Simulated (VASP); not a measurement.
# Ca (Fm-3m) in VASP: further runs, part 2 of 2

VASP 6.6.1. The steps go on from the part before.

**4. Relaxation of cell and atoms, PBEsol, target pressure 5 GPa, at which the enthalpy is minimised**

This run uses another cell than the first one, of 43.63 Å³/atom, 1.076 times its volume.

Input file INCAR:

```
ALGO = Normal
EDIFF = 1E-6
EDIFFG = -0.02
ENCUT = 600
GGA = PS
IBRION = 2
ISIF = 3
ISMEAR = -1
LASPH = True
LCHARG = False
LREAL = False
LWAVE = False
NELM = 80
NSW = 80
PREC = Accurate
PSTRESS = 50.0
SIGMA = 0.05
```

Input file KPOINTS:

```
k-points
0
Gamma
  8 8 8
```

Input file POSCAR:

```
Ca
1.0
    0.0000000000      2.7942000000      2.7942000000
    2.7942000000      0.0000000000      2.7942000000
    2.7942000000      2.7942000000      0.0000000000
Ca
1
Direct
    0.0000000000      0.0000000000      0.0000000000
```

Potentials or basis: VASP PAW PBE potentials, release 64 (Ca_sv).

Launch:

```sh
cat potpaw_PBE.64/Ca_sv/POTCAR > POTCAR
mpirun -np 1 vasp_std > vasp.out
```

OUTCAR:

```text
EDIFF = 1E-6
   EDIFFG = -0.02
   ENCUT = 600
   GGA = PS
   IBRION = 2
   ISIF = 3
   ISMEAR = -1
   LASPH = True
   LREAL = False
   NELM = 80
   NSW = 80
   PREC = Accurate
   PSTRESS = 50.0

 ion  position               nearest neighbor table
   1  0.000  0.000  0.000-

  LATTYP: Found a face centered cubic cell.
 ALAT       =     5.5884000000

  Lattice vectors:

 A1 = (   0.0000000000,   2.7942000000,   2.7942000000)
 A2 = (   2.7942000000,   0.0000000000,   2.7942000000)
 A3 = (   2.7942000000,   2.7942000000,   0.0000000000)

Analysis of symmetry for initial positions (statically):
=====================================================================
 Subroutine PRICEL returns:
 Original cell was already a primitive cell.

 Routine SETGRP: Setting up the symmetry group for a
 face centered cubic supercell.

 Subroutine GETGRP returns: Found 48 space group operations
 (whereof 48 operations were pure point group operations)
 out of a pool of 48 trial point group operations.

The static configuration has the point symmetry O_h .

Analysis of symmetry for dynamics (positions and initial velocities):
[... 162 lines left out ...]
  Direction    XX          YY          ZZ          XY          YZ          ZX
  --------------------------------------------------------------------------------------
  -------------------------------------------------------------------------------------
  Total       -0.3153493     -0.3153493     -0.3153493      0.0000000      0.0000000      0.0000000
  in kB      -11.5797720    -11.5797720    -11.5797720      0.0000000      0.0000000      0.0000000
  external PRESSURE =     -61.5797720 kB  Pullay stress =      50.0000000 kB
[... 61 lines left out ...]
--------------------------------------- Ionic step        3  -------------------------------------------

 number of electron      10.0000001 magnetization

 Free energy of the ion-electron system (eV)
  ---------------------------------------------------
  ext. energy  EPLUGINS =         0.00000000
  ---------------------------------------------------
  free energy    TOTEN  =        -2.03944696 eV

  energy without entropy =       -2.03304404  energy(sigma->0) =       -2.03624550

 E-fermi :   2.9145     XC(G=0):  -8.6193

 val. band max:        2.8027009113   @ k =  -0.3750   0.3750   0.0000
 cond. band min:       2.9610954824   @ k =  -0.3750   0.2500   0.1250
 fundamental gap:      0.1583945711
 Fermi energy:         2.9144713394

 k-point     1 :       0.0000    0.0000    0.0000
  band No.  band energies     occupation
      1     -38.3580      2.00000
      2     -19.2912      2.00000
      3     -19.2912      2.00000
      4     -19.2912      2.00000
      5      -1.5121      2.00000
      6       5.5683      0.00000
      7       5.5683      0.00000
      8       5.5683      0.00000
      9       6.9979      0.00000
[... 265 lines left out ...]
 k-point    24 :      -0.3750    0.2500    0.1250
  band No.  band energies     occupation
      1     -38.3088      2.00000
      2     -19.5775      2.00000
      3     -19.4213      2.00000
      4     -19.3619      2.00000
      5       2.6083      1.99563
      6       2.9611      0.56484
      7       4.5439      0.00000
      8       5.9841      0.00000
      9       7.7192      0.00000

 [... further k-points ...]
[... 5 lines left out ...]
  --------------------------------------------------------------------------------------
  -------------------------------------------------------------------------------------
  Total        1.0217651      1.0217651      1.0217651      0.0000000      0.0000000     -0.0000000
  in kB       49.4179989     49.4179989     49.4179989      0.0000000      0.0000000     -0.0000000
  external PRESSURE =      -0.5820011 kB  Pullay stress =      50.0000000 kB
[... 20 lines left out ...]
  energy  without entropy=       -2.0330440365  energy(sigma->0) =       -2.03624550

  enthalpy is  TOTEN    =        -1.0056483939 eV   P V=        1.0337985707

 reached required accuracy - stopping structural energy minimisation
```

OSZICAR:

```text
N       E                     dE             d eps       ncg     rms          rms(c)
DAV:   1     0.685821789589E+02    0.68582E+02   -0.54223E+03   522   0.110E+03
DAV:   2    -0.597107991272E+00   -0.69179E+02   -0.68837E+02   542   0.239E+02
DAV:   3    -0.205990046585E+01   -0.14628E+01   -0.14559E+01   811   0.363E+01
[... 25 lines left out ...]
DAV:   5    -0.203943588026E+01   -0.87646E-03   -0.16444E-03   779   0.220E-01    0.343E-02
DAV:   6    -0.203945037887E+01   -0.14499E-04   -0.64222E-05   863   0.554E-02    0.882E-03
DAV:   7    -0.203944617128E+01    0.42076E-05   -0.23126E-05   774   0.308E-02    0.123E-02
DAV:   8    -0.203944722087E+01   -0.10496E-05   -0.63036E-06   849   0.243E-02    0.270E-03
DAV:   9    -0.203944696457E+01    0.25630E-06   -0.54687E-08   270   0.343E-03
   3 F= -.10056484E+01 E0= -.10024469E+01  d E =-.238763E+00
```

Wall time 28 s (1 thread of Intel Xeon Platinum 8375C at 2.90GHz (Ice Lake), shared host); peak memory 0.18 GiB.

Results:

| Quantity | Value |
| --- | --- |
| Free energy | -2.0394 eV |
| Relaxed volume | 33.13 Å³/atom |
| Relaxed cell | a = 3.605 Å, b = 3.605 Å, c = 3.605 Å, α = 60.00°, β = 60.00°, γ = 60.00° |
| Space group after relaxing (to 0.05 Å) | Fm-3m (No. 225) |
| Energy change on relaxing (the enthalpy is what falls) | +89.1 meV/atom |
| Ionic steps | 3 |
| Pressure after relaxing | 4.9 GPa |
| Band gap on the k mesh | zero (filled and empty bands touch) |

Step by step:
| step | energy change (eV) | largest force (eV/Å) | pressure (GPa) | volume (Å³) |
| --- | --- | --- | --- | --- |
| 1 | 0.0000 | 0.0000 | -1.16 | 43.63 |
| 2 | 0.0676 | 0.0000 | 4.25 | 33.88 |
| 3 | 0.0891 | 0.0000 | 4.94 | 33.13 |

Final structure:
```cif
data_structure
_symmetry_space_group_name_H-M 'P 1'
_symmetry_Int_Tables_number 1
_cell_length_a 3.6049
_cell_length_b 3.6049
_cell_length_c 3.6049
_cell_angle_alpha 60.000
_cell_angle_beta 60.000
_cell_angle_gamma 60.000
_cell_volume 33.13
loop_
_atom_site_label
_atom_site_type_symbol
_atom_site_fract_x
_atom_site_fract_y
_atom_site_fract_z
_atom_site_occupancy
Ca1 Ca 0.00000 0.00000 0.00000 1
```

Levels at points of the mesh, in eV from the Fermi level:
```
           k point  band 1  band 2  band 3  band 4  band 5  band 6  band 7  band 8  band 9
(0.00, 0.00, 0.00)  -41.27  -22.21  -22.21  -22.21   -4.43    2.65    2.65    2.65    4.08
(0.50, 0.00, 0.00)  -41.23  -22.54  -22.25  -22.25   -1.11    0.15    2.50    2.50    5.01
(0.50, 0.50, 0.00)  -41.22  -22.52  -22.32  -22.32   -0.74    0.39    1.56    5.00    5.26
```

Caveat: the cell is relaxed towards a set pressure, so the enthalpy falls and the energy may rise; the volume moved by over 15 % at a fixed basis, so the end points are rough; the PAW data sets were made with another functional, which shifts forces and pressure a little.

**5. Overview**

| task | cell | cutoff (eV) | gap on the mesh (eV) | pressure (GPa) |
| --- | --- | --- | --- | --- |
| single point | a = 3.856 Å, angles 60.0°, 1 atom | 520 | none | 0.0 |
| relaxation of cell and atoms | relaxed from a = 3.952 Å, angles 60.0°, 1 atom | 600 | none | 0.0 |
| relaxation of cell and atoms | relaxed to 5 GPa from a = 3.952 Å, angles 60.0°, 1 atom | 600 | none | 4.9 |

Alike in all rows: level PBEsol; potentials or basis VASP PAW PBE potentials, release 64 (Ca_sv); no spin polarisation; k mesh 8 × 8 × 8; smearing fermi-dirac 0.05 eV.

Caveats: the PAW data sets were made with another functional, which shifts forces and pressure a little; the cell is relaxed towards a set pressure, so the enthalpy falls and the energy may rise (some runs); the volume moved by over 15 % at a fixed basis, so the end points are rough (some runs).

Absolute energies hang on the potentials; compare differences alone.
